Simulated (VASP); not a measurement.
# Bi2Te2O3 (R-3m) in VASP: further runs

The runs below take Bi2Te2O3 through single point, with PBE.

All numbers are computed with VASP 6.6.1; they aren't measurements. Logs are shortened: lines on timing, memory, paths and dates and some standing lists are left out, and cuts for length are marked.

## (1) The cell of the first run

Symmetry: R-3m, No. 166, trigonal system. The conventional cell has a = 5.877 Å, b = 5.877 Å, c = 15.485 Å, α = 90.00°, β = 90.00°, γ = 120.00°. Bi (site symmetry 3m) has 3 O at 2.15 Å within 2.8 Å. Within 4.1 Å of Te (site symmetry -3m) lie 6 O at 3.09 Å and 8 Bi at 3.62 to 3.90 Å. Te (site symmetry -3m) has 6 O at 2.94 Å and 8 Bi at 3.64 to 3.84 Å within 3.9 Å. Within 2.8 Å of O (site symmetry 2/m) lie 2 Bi at 2.15 Å.

## (2) Single point, PBE

INCAR

```
  PREC = Accurate
  ENCUT = 520
  EDIFF = 1E-6
  ISMEAR = 0
  SIGMA = 0.15
  LREAL = F
  LASPH = T
  NELM = 100
  ALGO = Normal
  ISIF = 2
  LWAVE = F
  LCHARG = F
  GGA = PE
  NBANDS = 39
```

KPOINTS

```
Automatic mesh
0
Gamma
  3 3 3
```

POSCAR

```
Bi2Te2O3
1.0
    2.9383650099      1.6964658276      5.1615143321
   -2.9383650099      1.6964658276      5.1615143321
    0.0000000000     -3.3929316607      5.1615143303
Bi Te O
2 2 3
Direct
    0.2481345415      0.2481345415      0.2481345415
    0.7518654585      0.7518654585      0.7518654585
    0.5000000000      0.5000000000      0.5000000000
    0.0000000000      0.0000000000      0.0000000000
    0.0000000000      0.5000000000      0.5000000000
    0.5000000000      0.0000000000      0.5000000000
    0.5000000000      0.5000000000      0.0000000000
```

Potentials or basis: VASP PAW PBE potentials, release 64 (Bi_d, Te, O).

The run is started by

```console
$ cat potpaw_PBE.64/Bi_d/POTCAR potpaw_PBE.64/Te/POTCAR potpaw_PBE.64/O/POTCAR > POTCAR
$ mpirun -np 1 vasp_std > vasp.out
```

OUTCAR:

```text
PREC = Accurate
   ENCUT = 520
   EDIFF = 1E-6
   ISMEAR = 0
   LREAL = F
   LASPH = T
   NELM = 100
   ISIF = 2
   GGA = PE

 ion  position               nearest neighbor table
   1  0.248  0.248  0.248-   7 2.15   6 2.15   5 2.15   3 3.62   3 3.62   3 3.62   4 3.64   4 3.64
                             4 3.64
   2  0.752  0.752  0.752-   7 2.15   6 2.15   5 2.15   3 3.62   3 3.62   3 3.62   4 3.64   4 3.64
                             4 3.64
   3  0.500  0.500  0.500-   1 3.62   2 3.62   1 3.62   1 3.62   2 3.62   2 3.62
   4  0.000  0.000  0.000-   2 3.64   1 3.64   2 3.64   2 3.64   1 3.64   1 3.64
   5  0.000  0.500  0.500-   1 2.15   2 2.15
   6  0.500  0.000  0.500-   1 2.15   2 2.15
   7  0.500  0.500  0.000-   1 2.15   2 2.15

  LATTYP: Found a trigonal (rhomboedric) cell.
 ALAT       =     6.1768289143
 COS(alpha) =     0.5474043887

  Lattice vectors:

 A1 = (   2.9383650099,   1.6964658276,   5.1615143321)
 A2 = (  -2.9383650099,   1.6964658276,   5.1615143321)
 A3 = (   0.0000000000,  -3.3929316607,   5.1615143303)

Analysis of symmetry for initial positions (statically):
=====================================================================
 Subroutine PRICEL returns:
 Original cell was already a primitive cell.

 Routine SETGRP: Setting up the symmetry group for a
 trigonal (rhombohedral) supercell.

 Subroutine GETGRP returns: Found 12 space group operations
 (whereof 12 operations were pure point group operations)
 out of a pool of 12 trial point group operations.

The static configuration has the point symmetry D_3d.

Analysis of symmetry for dynamics (positions and initial velocities):
=====================================================================
 Subroutine PRICEL returns:
 Original cell was already a primitive cell.

 Routine SETGRP: Setting up the symmetry group for a
 trigonal (rhombohedral) supercell.

 Subroutine GETGRP returns: Found 12 space group operations
 (whereof 12 operations were pure point group operations)
 out of a pool of 12 trial point group operations.

The dynamic configuration has the point symmetry D_3d.

 Subroutine INISYM returns: Found 12 space group operations
 (whereof 12 operations are pure point group operations),
 and found     1 'primitive' translations

----------------------------------------------------------------------------------------

                                     Primitive cell

  volume of cell :     154.3758

  direct lattice vectors                    reciprocal lattice vectors
     2.938365010  1.696465828  5.161514332     0.170162658  0.098243456  0.064580530
    -2.938365010  1.696465828  5.161514332    -0.170162658  0.098243456  0.064580530
     0.000000000 -3.392931661  5.161514330     0.000000000 -0.196486913  0.064580530

  length of vectors
     6.176828914  6.176828914  6.176828914     0.206827831  0.206827831  0.206827831

  position of ions in fractional coordinates (direct lattice)
     0.248134542  0.248134542  0.248134542
     0.751865458  0.751865458  0.751865458
     0.500000000  0.500000000  0.500000000
     0.000000000  0.000000000  0.000000000
     0.000000000  0.500000000  0.500000000
     0.500000000  0.000000000  0.500000000
     0.500000000  0.500000000  0.000000000

  ion indices of the primitive-cell ions
   primitive index   ion index
                 1           1
                 2           2
                 3           3
                 4           4
                 5           5
                 6           6
                 7           7

----------------------------------------------------------------------------------------

 KPOINTS: Automatic mesh

Automatic generation of k-mesh.
 Grid dimensions read from file:
 generate k-points for:    3    3    3

 Generating k-lattice:

  Cartesian coordinates                     Fractional coordinates (reciprocal lattice)
     0.056720886  0.032747819  0.021526843     0.333333333 -0.000000000  0.000000000
    -0.056720886  0.032747819  0.021526843    -0.000000000  0.333333333  0.000000000
     0.000000000 -0.065495638  0.021526843     0.000000000  0.000000000  0.333333333

  Length of vectors
     0.068942610  0.068942610  0.068942610

  Shift w.r.t. Gamma in fractional coordinates (k-lattice)
     0.000000000  0.000000000  0.000000000

 Subroutine IBZKPT returns following result:
 ===========================================

 Found      6 irreducible k-points:

 Following reciprocal coordinates:
            Coordinates               Weight
  0.000000  0.000000  0.000000      1.000000
  0.333333  0.000000 -0.000000      6.000000
  0.333333  0.333333 -0.000000      6.000000
 -0.333333  0.333333  0.000000      6.000000
  0.333333  0.333333  0.333333      2.000000
 -0.333333  0.333333  0.333333      6.000000
   k-points           NKPTS =      6   k-points in BZ     NKDIM =      6   number of bands    NBANDS=     39
   number of dos      NEDOS =    301   number of ions     NIONS =      7
   total plane-waves  NPLWV = 110592
   dimension x,y,z NGX =    48 NGY =   48 NGZ =   48
   dimension x,y,z NGXF=    96 NGYF=   96 NGZF=   96
   ions per type =               2   2   3
   NGX,Y,Z   is equivalent  to a cutoff of  12.92, 12.92, 12.92 a.u.
   NGXF,Y,Z  is equivalent  to a cutoff of  25.84, 25.84, 25.84 a.u.
 SYSTEM =  unknown system
   PREC   = accura    normal or accurate (medium, high low for compatibility)
   ISTART =      0    job   : 0-new  1-cont  2-samecut
   ICHARG =      2    charge: 1-file 2-atom 10-const
   ISPIN  =      1    spin polarized calculation?
   LNONCOLLINEAR =      F non collinear calculations
   LSORBIT =      F    spin-orbit coupling
   LASPH  =      T    aspherical Exc in radial PAW
   ENCUT  =  520.0 eV  38.22 Ry    6.18 a.u.  11.48 11.48 11.48*2*pi/ulx,y,z
   NELM   =    100;   NELMIN=  2; NELMDL= -5     # of ELM steps
   EDIFF  = 0.1E-05   stopping-criterion for ELM
   LREAL  =      F    real-space projection
   EDIFFG = 0.1E-04   stopping-criterion for IOM
   NSW    =      0    number of steps for IOM
   IBRION =     -1    ionic relax: 0-MD 1-quasi-New 2-CG
   NFREE  =      0    steps in history (QN), initial steepest desc. (CG)
   ISIF   =      2    stress and relaxation
   ISYM   =      2    0-nonsym 1-usesym 2-fastsym
   POTIM  = 0.5000    time-step for ionic-motion
   TEBEG  =    0.0;   TEEND  =   0.0 temperature during run
   PSTRESS=    0.0 pullay stress
   NELECT =      60.0000    total number of electrons
   NUPDOWN=      -1.0000    fix difference up-down
   EMIN   =  10.00;   EMAX   =-10.00  energy-range for DOS
   EFERMI =   0.00;   METHOD = LEGACY
   ISMEAR =     0;   SIGMA  =   0.15  broadening in eV -4-tet -1-fermi 0-gaus
   EFERMI_NEDOS =   21; number of points for ismear=-14 and -15
   IALGO  =     38    algorithm
   IMIX   =      4    mixing-type and parameters
     AMIX     =   0.40;   BMIX     =  1.00
     AMIX_MAG =   1.60;   BMIX_MAG =  1.00
  volume/ion in A,a.u.               =      22.05       148.83
  Fermi-wavevector in a.u.,A,eV,Ry     =   1.194718  2.257690 19.420299  1.427352
  Thomas-Fermi vector in A             =   2.330701
   LORBIT       =      0    0 simple, 1 ext, 2 COOP (PROOUT), +10 PAW based schemes
   GGA     = PE    functional components
   LHFCALC =     F    Hartree Fock is set to
   AEXX    =    0.0000 exact exchange contribution
   IVDW    =     0    specifies the selected vdW correction
   LEPSILON=     F    determine dielectric tensor
   LRPA    =     F    only Hartree local field effects (RPA)
 non-spin polarized calculation
 Gauss-broadening in eV      SIGMA  =   0.15
  energy-cutoff  :      520.00
  volume of cell :      154.38
 maximum number of plane-waves:      4171
 NGX is ok and might be reduce to    48
   NGX = 23   NGY = 23   NGZ = 23

 number of electron      60.0000011 magnetization

 Free energy of the ion-electron system (eV)
  ---------------------------------------------------
  ext. energy  EPLUGINS =         0.00000000
  ---------------------------------------------------
  free energy    TOTEN  =       -30.70022426 eV

  energy without entropy =      -30.65061947  energy(sigma->0) =      -30.67542187

 E-fermi :   5.8371     XC(G=0):  -9.8598

 val. band max:        5.8030875261   @ k =   0.0000   0.0000   0.0000
 cond. band min:       5.9058781223   @ k =  -0.3333   0.3333   0.0000
 fundamental gap:      0.1027905962
 Fermi energy:         5.8370538846

 k-point     1 :       0.0000    0.0000    0.0000
  band No.  band energies     occupation
      1     -17.5916      2.00000
      2     -17.5916      2.00000
      3     -17.3917      2.00000
      4     -17.3917      2.00000
      5     -17.3151      2.00000
      6     -17.3151      2.00000
[... 31 lines left out ...]
     38      11.9455      0.00000
     39      11.9455      0.00000

 k-point     2 :       0.3333    0.0000   -0.0000
  band No.  band energies     occupation
      1     -17.5832      2.00000
      2     -17.5519      2.00000
      3     -17.4395      2.00000
      4     -17.4001      2.00000
      5     -17.3162      2.00000
      6     -17.3143      2.00000
[... 31 lines left out ...]
     38      11.4115      0.00000
     39      12.8682      0.00000

 k-point     3 :       0.3333    0.3333   -0.0000
  band No.  band energies     occupation
      1     -17.5911      2.00000
      2     -17.5473      2.00000
      3     -17.4454      2.00000
      4     -17.3915      2.00000
      5     -17.3191      2.00000
      6     -17.3125      2.00000
[... 31 lines left out ...]
     38      11.4042      0.00000
     39      12.3036      0.00000

 k-point     4 :      -0.3333    0.3333    0.0000
  band No.  band energies     occupation
      1     -17.5855      2.00000
      2     -17.5040      2.00000
      3     -17.4928      2.00000
      4     -17.3973      2.00000
      5     -17.3173      2.00000
      6     -17.3141      2.00000
[... 31 lines left out ...]
     38      11.1539      0.00000
     39      13.3105      0.00000

 k-point     5 :       0.3333    0.3333    0.3333
  band No.  band energies     occupation
      1     -17.5832      2.00000
      2     -17.5832      2.00000
      3     -17.4002      2.00000
      4     -17.4002      2.00000
      5     -17.3133      2.00000
      6     -17.3133      2.00000
[... 31 lines left out ...]
     38      11.1151      0.00000
     39      13.2729      0.00000

 k-point     6 :      -0.3333    0.3333    0.3333
  band No.  band energies     occupation
      1     -17.5829      2.00000
      2     -17.5521      2.00000
      3     -17.4403      2.00000
      4     -17.4001      2.00000
      5     -17.3164      2.00000
      6     -17.3147      2.00000
[... 31 lines left out ...]
     38      11.9374      0.00000
     39      12.4589      0.00000

------------------------ aborting loop because EDIFF is reached ----------------------------------------

  FORCE on cell =-STRESS in cart. coord.  units (eV):
  Direction    XX          YY          ZZ          XY          YZ          ZX
  --------------------------------------------------------------------------------------
  -------------------------------------------------------------------------------------
  Total        0.1551662      0.1551662      0.5840959      0.0000000     -0.0000000      0.0000000
  in kB        1.6103808      1.6103808      6.0619943      0.0000000     -0.0000000      0.0000000
  external PRESSURE =       3.0942519 kB  Pullay stress =       0.0000000 kB

 VOLUME and BASIS-vectors are now :
 -----------------------------------------------------------------------------
  energy-cutoff  :      520.00
  volume of cell :      154.38
      direct lattice vectors                 reciprocal lattice vectors
     2.938365010  1.696465828  5.161514332     0.170162658  0.098243456  0.064580530
    -2.938365010  1.696465828  5.161514332    -0.170162658  0.098243456  0.064580530
     0.000000000 -3.392931661  5.161514330     0.000000000 -0.196486913  0.064580530

 POSITION                                       TOTAL-FORCE (eV/Angst)
 -----------------------------------------------------------------------------------
      0.00000     -0.00000      3.84225         0.000000      0.000000     -0.033085
      0.00000     -0.00000     11.64229         0.000000     -0.000000      0.033085
      0.00000     -0.00000      7.74227         0.000000      0.000000      0.000000
      0.00000      0.00000      0.00000         0.000000      0.000000      0.000000
     -1.46918     -0.84823      5.16151        -0.000000      0.000000      0.000000
      1.46918     -0.84823      5.16151         0.000000      0.000000      0.000000
      0.00000      1.69647      5.16151         0.000000      0.000000      0.000000
 -----------------------------------------------------------------------------------
    total drift:                                0.000000     -0.000000      0.000000

  FREE ENERGIE OF THE ION-ELECTRON SYSTEM (eV)
  ---------------------------------------------------
  free  energy   TOTEN  =       -30.7002242624 eV

  energy  without entropy=      -30.6506194688  energy(sigma->0) =      -30.67542187
```

Run time: 83 s. Hardware: 1 thread of AMD EPYC 7R43 (Zen 3), shared host; peak memory 0.28 GiB.

What came out:

```yaml
Free_energy: -30.7002 eV
Pressure: 0.3 GPa
Largest_force: 0.033 eV/Å
Band_gap_on_the_k_mesh: zero (filled and empty bands touch)
```

Forces in eV/Å, atoms in the order of the input:
```
Bi   0.000  0.000 -0.033
Bi   0.000  0.000  0.033
Te   0.000  0.000  0.000
Te   0.000  0.000  0.000
O    0.000  0.000  0.000
O    0.000  0.000  0.000
O    0.000  0.000  0.000
```

Caveat: the k points lie up to 0.43 Å⁻¹ apart; spin-orbit coupling is left out, which moves the levels of the heavy elements.

## (3) Single point, PBE

This run uses another cell than the first one, of 25.81 Å³/atom, 1.171 times its volume.

INCAR

```
ALGO = Normal
EDIFF = 1E-6
ENCUT = 520
GGA = PE
ISIF = 2
ISMEAR = 0
LASPH = T
LCHARG = F
LREAL = F
LWAVE = F
NBANDS = 39
NELM = 100
PREC = Accurate
SIGMA = 0.15
```

KPOINTS

```
k-points
0
Gamma
  3 3 3
```

POSCAR

```
Bi2Te2O3
1.0
    2.2340050463      1.2898034148     10.4519888534
   -2.2340050463      1.2898034148     10.4519888534
    0.0000000000     -2.5796068297     10.4519888534
Bi Te O
2 2 3
Direct
    0.7867282592      0.7867282592      0.7867282592
    0.2132717408      0.2132717408      0.2132717408
    0.0658172555      0.0658172555      0.0658172555
    0.9341827445      0.9341827445      0.9341827445
    0.0000000000      0.0000000000      0.0000000000
    0.4771722159      0.4771722159      0.4771722159
    0.5228277841      0.5228277841      0.5228277841
```

Potentials or basis: VASP PAW PBE potentials, release 64 (Bi_d, Te, O).

The run is started by

```console
$ cat potpaw_PBE.64/Bi_d/POTCAR potpaw_PBE.64/Te/POTCAR potpaw_PBE.64/O/POTCAR > POTCAR
$ mpirun -np 1 vasp_std > vasp.out
```

It took 4.8 min on 1 thread of AMD EPYC 7R43 (Zen 3), shared host; peak memory 0.87 GiB.

It converged, with:

* Free energy: -30.1115 eV
* Pressure: 0.0 GPa
* Largest force: 0.274 eV/Å
* Band gap on the k mesh: zero (band 30 reaches 4.55 eV, above the bottom of band 31 at 4.44 eV)

Forces on the atoms (eV/Å):
```
Bi   0.000  0.000  0.002
Bi   0.000  0.000 -0.002
Te   0.000  0.000 -0.044
Te   0.000  0.000  0.044
O    0.000  0.000  0.000
O    0.000  0.000 -0.274
O    0.000  0.000  0.274
```

Stress tensor (GPa, compression positive):
```
-0.14  0.00  0.00
 0.00 -0.14  0.00
 0.00  0.00  0.40
```

Levels at points of the mesh, in eV from the Fermi level:
```tsv
k point	band 26	band 27	band 28	band 29	band 30	band 31	band 32	band 33	band 34	band 35
(0.00, 0.00, 0.00)	-1.50	-1.50	-1.18	-0.74	-0.74	0.06	1.34	1.64	1.64	2.25
```

Caveat: the k points lie up to 0.55 Å⁻¹ apart; spin-orbit coupling is left out, which moves the levels of the heavy elements.
